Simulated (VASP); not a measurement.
# C (P6_3/mmc) in VASP: notebook, part 2 of 2

VASP 6.6.1. The steps go on from the part before.

## 3. Single point, PBEsol (volume scaled by 1.08)

The input, INCAR:

```
  PREC = Accurate
  ENCUT = 520
  EDIFF = 1E-6
  ISMEAR = -1
  SIGMA = 0.05
  LREAL = F
  LASPH = T
  NELM = 100
  ALGO = Normal
  ISIF = 2
  LWAVE = F
  LCHARG = F
  GGA = PS
  NBANDS = 16
```

The input, KPOINTS:

```
regular mesh
0
Gamma
  14 14 4
```

The input, POSCAR:

```
C
1.0
    2.5228428245      0.0000000000      0.0000000000
   -1.2614214123      2.1848459758      0.0000000000
    0.0000000000      0.0000000000      7.3626399176
C
4
Direct
    1.0000000000      1.0000000000      0.2500000000
    0.0000000000      0.0000000000      0.7500000000
    0.3333333333      0.6666666667      0.2500000000
    0.6666666667      0.3333333333      0.7500000000
```

Potentials or basis: VASP PAW PBE potentials, release 64 (C).

Command:

```bash
$ cat potpaw_PBE.64/C/POTCAR > POTCAR
$ mpirun -np 1 vasp_std > vasp.out
```

OUTCAR:

```text
PREC = Accurate
   ENCUT = 520
   EDIFF = 1E-6
   ISMEAR = -1
   LREAL = F
   LASPH = T
   NELM = 100
   ISIF = 2
   GGA = PS

 ion  position               nearest neighbor table
   1  0.000  0.000  0.250-   3 1.46   3 1.46   3 1.46
   2  0.000  0.000  0.750-   4 1.46   4 1.46   4 1.46
   3  0.333  0.667  0.250-   1 1.46   1 1.46   1 1.46
   4  0.667  0.333  0.750-   2 1.46   2 1.46   2 1.46

  LATTYP: Found a hexagonal cell.
 ALAT       =     2.5228428245
 C/A-ratio  =     2.9183902565

  Lattice vectors:

 A1 = (   2.5228428245,   0.0000000000,   0.0000000000)
 A2 = (  -1.2614214123,   2.1848459758,   0.0000000000)
 A3 = (   0.0000000000,   0.0000000000,   7.3626399176)

Analysis of symmetry for initial positions (statically):
=====================================================================
 Subroutine PRICEL returns:
 Original cell was already a primitive cell.

 Routine SETGRP: Setting up the symmetry group for a
 hexagonal supercell.

 Subroutine GETGRP returns: Found 24 space group operations
 (whereof 12 operations were pure point group operations)
 out of a pool of 24 trial point group operations.

The static configuration has the point symmetry D_3d.
 The point group associated with its full space group is D_6h.

Analysis of symmetry for dynamics (positions and initial velocities):
=====================================================================
 Subroutine PRICEL returns:
 Original cell was already a primitive cell.

 Routine SETGRP: Setting up the symmetry group for a
 hexagonal supercell.

 Subroutine GETGRP returns: Found 24 space group operations
 (whereof 12 operations were pure point group operations)
 out of a pool of 24 trial point group operations.

The dynamic configuration has the point symmetry D_3d.
 The point group associated with its full space group is D_6h.

 Subroutine INISYM returns: Found 24 space group operations
 (whereof 12 operations are pure point group operations),
 and found     1 'primitive' translations

[... 114 lines left out ...]
   EFERMI_NEDOS =   21; number of points for ismear=-14 and -15
   IALGO  =     38    algorithm
   IMIX   =      4    mixing-type and parameters
     AMIX     =   0.40;   BMIX     =  1.00
     AMIX_MAG =   1.60;   BMIX_MAG =  1.00
  volume/ion in A,a.u.               =      10.15        68.47
  Fermi-wavevector in a.u.,A,eV,Ry     =   1.200420  2.268465 19.606113  1.441009
  Thomas-Fermi vector in A             =   2.336257
   LORBIT       =      0    0 simple, 1 ext, 2 COOP (PROOUT), +10 PAW based schemes
   GGA     = PS    functional components
   LHFCALC =     F    Hartree Fock is set to
   AEXX    =    0.0000 exact exchange contribution
   IVDW    =     0    specifies the selected vdW correction
   LEPSILON=     F    determine dielectric tensor
   LRPA    =     F    only Hartree local field effects (RPA)
 non-spin polarized calculation
  energy-cutoff  :      520.00
  volume of cell :       40.58
 maximum number of plane-waves:      1119
 NGX is ok and might be reduce to    20
   NGX =  9   NGY =  9   NGZ = 27

 number of electron      15.9999998 magnetization

 Free energy of the ion-electron system (eV)
  ---------------------------------------------------
  ext. energy  EPLUGINS =         0.00000000
  ---------------------------------------------------
  free energy    TOTEN  =       -38.41942851 eV

  energy without entropy =      -38.41942481  energy(sigma->0) =      -38.41942666

 E-fermi :   3.4634     XC(G=0):  -9.7632

 val. band max:        3.0049260205   @ k =   0.3571   0.2857   0.0000
 cond. band min:       3.9452652240   @ k =   0.3571   0.2857   0.0000
 fundamental gap:      0.9403392036
 Fermi energy:         3.4634052022

 k-point     1 :       0.0000    0.0000    0.0000
  band No.  band energies     occupation
      1     -15.5674      2.00000
      2     -15.4168      2.00000
      3      -4.3564      2.00000
      4      -3.0927      2.00000
      5       0.4195      2.00000
      6       0.4195      2.00000
[... 433 lines left out ...]
      3      -8.6272      2.00000
      4      -8.6255      2.00000
      5      -6.4221      2.00000
      6      -6.3890      2.00000
[... 8 lines left out ...]
     15      15.1663      0.00000
     16      16.2068      0.00000

 [... further k-points ...]
[... 5 lines left out ...]
  --------------------------------------------------------------------------------------
  -------------------------------------------------------------------------------------
  Total       -6.4819237     -6.4819237     -0.0274227      0.0000000     -0.0000000      0.0000000
  in kB     -255.8997821   -255.8997821     -1.0826191      0.0000000     -0.0000000      0.0000000
  external PRESSURE =    -170.9607278 kB  Pullay stress =       0.0000000 kB

 VOLUME and BASIS-vectors are now :
 -----------------------------------------------------------------------------
  energy-cutoff  :      520.00
  volume of cell :       40.58
      direct lattice vectors                 reciprocal lattice vectors
     2.522842825  0.000000000  0.000000000     0.396378241  0.228849084  0.000000000
    -1.261421412  2.184845976  0.000000000     0.000000000  0.457698168  0.000000000
     0.000000000  0.000000000  7.362639918     0.000000000  0.000000000  0.135820848

 POSITION                                       TOTAL-FORCE (eV/Angst)
 -----------------------------------------------------------------------------------
      0.00000      0.00000      1.84066        -0.000000      0.000000      0.000000
      0.00000      0.00000      5.52198         0.000000     -0.000000      0.000000
     -0.00000      1.45656      1.84066         0.000000     -0.000000      0.000000
      1.26142      0.72828      5.52198        -0.000000      0.000000     -0.000000
 -----------------------------------------------------------------------------------
    total drift:                               -0.000000      0.000000      0.000000

  FREE ENERGIE OF THE ION-ELECTRON SYSTEM (eV)
  ---------------------------------------------------
  free  energy   TOTEN  =       -38.4194285136 eV

  energy  without entropy=      -38.4194248079  energy(sigma->0) =      -38.41942666
```

Run time: 59 s. Hardware: 1 thread of Intel Xeon 6975P-C, shared host; peak memory 0.17 GiB.

Results:

* Free energy: -38.4194 eV
* Pressure: -17.1 GPa
* Band gap on the k mesh: 0.94 eV, direct

Caveat: the PAW data sets were made with another functional, which shifts forces and pressure a little; this functional lacks dispersion, which binds the layers, so the pressure and a relaxed spacing across them are unreliable. A k mesh can miss the band edges.

## 4. Single point, PBEsol (volume scaled by 1.12)

The input, INCAR:

```
PREC = Accurate
ENCUT = 520
EDIFF = 1E-6
ISMEAR = -1
SIGMA = 0.05
LREAL = False
LASPH = True
NELM = 60
ALGO = Normal
ISIF = 2
LWAVE = False
LCHARG = False
GGA = PS
NBANDS = 16
```

The input, KPOINTS:

```
Automatic mesh
0
Gamma
  14 14 4
```

The input, POSCAR:

```
C
1.0
    2.5536122329      0.0000000000      0.0000000000
   -1.2768061165      2.2114930651      0.0000000000
    0.0000000000      0.0000000000      7.4524370592
C
4
Direct
    1.0000000000      1.0000000000      0.2500000000
    0.0000000000      0.0000000000      0.7500000000
    0.3333333333      0.6666666667      0.2500000000
    0.6666666667      0.3333333333      0.7500000000
```

Command:

```bash
$ cat potpaw_PBE.64/C/POTCAR > POTCAR
$ mpirun -np 1 vasp_std > vasp.out
```

Run time: 49 s. Hardware: 1 thread of Intel Xeon 6975P-C, shared host; peak memory 0.17 GiB.

It converged, with:

```yaml
Free_energy: -38.2274 eV
Pressure: -23.8 GPa
Band_gap_on_the_k_mesh: 0.91 eV, direct
```

Stress tensor (GPa, compression positive):
```
-35.66   0.00   0.00
  0.00 -35.66   0.00
  0.00   0.00  -0.15
```

Levels at points of the mesh, in eV from the valence-band top:
```
           k point  band 6  band 7  band 8  band 9  band 10  band 11
(0.00, 0.00, 0.00)   -2.60   -2.60   -2.60    4.20     8.04     8.04
(0.50, 0.00, 0.00)   -5.67   -1.97   -1.56    1.86     2.30     6.69
(0.00, 0.00, 0.50)   -2.60   -2.60   -2.60    6.15     6.15     8.05
(0.50, 0.00, 0.50)   -5.68   -1.74   -1.74    2.00     2.00     6.78
```

Caveat: the PAW data sets were made with another functional, which shifts forces and pressure a little; this functional lacks dispersion, which binds the layers, so the pressure and a relaxed spacing across them are unreliable. A k mesh can miss the band edges.

## 5. The runs side by side

| cell | gap on the mesh (eV) | pressure (GPa) |
| --- | --- | --- |
| a = 2.491, b = 2.491, c = 7.271 Å, angles 90.0, 90.0, 120.0°, 4 atoms | 0.97 | -9.0 |
| a = 2.523, b = 2.523, c = 7.363 Å, angles 90.0, 90.0, 120.0°, 4 atoms | 0.94 | -17.1 |
| a = 2.554, b = 2.554, c = 7.452 Å, angles 90.0, 90.0, 120.0°, 4 atoms | 0.91 | -23.8 |

Alike in all rows: task single point; level PBEsol; potentials or basis VASP PAW PBE potentials, release 64 (C); no spin polarisation; k mesh 14 × 14 × 4; cutoff (eV) 520; smearing fermi-dirac 0.05 eV.

Caveats: the PAW data sets were made with another functional, which shifts forces and pressure a little; this functional lacks dispersion, which binds the layers, so the pressure and a relaxed spacing across them are unreliable.

Total energies depend on the potentials used, so only differences within one code and one set of settings carry meaning.
